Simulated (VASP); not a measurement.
Input of a VASP 6.6.1 run:

INCAR

```
PREC     = Accurate       # precision mode
ENCUT    = 520            # plane-wave cutoff, eV
EDIFF    = 1E-6           # SCF threshold, eV
ISMEAR   = 1              # smearing method
SIGMA    = 0.1            # smearing width, eV
LREAL    = F              # projectors in reciprocal space
LASPH    = T              # aspherical terms in the spheres
NELM     = 120            # most SCF steps
ALGO     = Normal         # electronic algorithm
ISIF     = 2              # what is computed and relaxed
LWAVE    = F              # write WAVECAR
LCHARG   = F              # write CHGCAR
GGA      = PE             # functional
IVDW     = 12             # dispersion correction
NBANDS   = 107            # bands
GGA_COMPAT= F            
NELMDL   = -8
```

File KPOINTS:

```
regular mesh
0
Gamma
  2 2 1
```

File POSCAR:

```
Cu16H2O
1.0
    5.1053109602      0.0000000000      0.0000000000
    2.5526554801      4.4213289857      0.0000000000
    0.0000000000      0.0000000000     22.7527034153
Cu O H
16 1 2
Direct
    0.0000000000      0.0000000000      0.1098770500
    0.5000000000      0.0000000000      0.1098770500
    0.0000000000      0.5000000000      0.1098770500
    0.5000000000      0.5000000000      0.1098770500
    0.1666666700      0.1666666700      0.2014808700
    0.6666666700      0.1666666700      0.2014808700
    0.1666666700      0.6666666700      0.2014808700
    0.6666666700      0.6666666700      0.2014808700
    0.8349324900      0.3308192800      0.2905454300
    0.3334695500      0.3332981800      0.2898065600
    0.8347836200      0.8347836300      0.2905444600
    0.3311640700      0.8345304500      0.2905673500
   -0.0010482900      0.0000123200      0.3830818400
    0.5005815500      0.0004988800      0.3787642800
    0.0007336100      0.5004213400      0.3787250800
    0.5006842400      0.4989977100      0.3787172100
    0.0513623400     -0.0002640200      0.4874012700
    0.2548027200      0.8230033800      0.4869254500
    0.0880391200      0.1701875100      0.4866637300
```

Potentials or basis: VASP PAW PBE potentials, release 64 (Cu, O, H).

Run with:

```console
$ cat potpaw_PBE.64/Cu/POTCAR potpaw_PBE.64/O/POTCAR potpaw_PBE.64/H/POTCAR > POTCAR
$ mpirun -np 1 vasp_std > vasp.out
```

Q: Predict the band gap on the k mesh.

A: 0.52 eV.

Q: What does it give for the largest force?

A: 0.171 eV/Å.

Forces on the atoms (eV/Å):
```
Cu   0.000  0.000  0.149
Cu  -0.001  0.005  0.147
Cu   0.005 -0.004  0.148
Cu  -0.004 -0.002  0.148
Cu   0.001  0.003 -0.020
Cu   0.004  0.000 -0.021
Cu   0.001  0.000 -0.017
Cu   0.002 -0.002  0.074
Cu  -0.002  0.003 -0.169
Cu   0.002  0.001 -0.163
Cu  -0.003  0.000 -0.171
Cu   0.001  0.001 -0.166
Cu  -0.014 -0.001 -0.059
Cu  -0.003 -0.002  0.026
Cu  -0.003  0.001  0.029
Cu  -0.001  0.000  0.030
O   -0.117 -0.005 -0.038
H    0.060 -0.147  0.036
H    0.071  0.152  0.036
```

Caveat: the k points lie up to 0.71 Å⁻¹ apart; there is no dipole correction, which matters where the two faces differ.
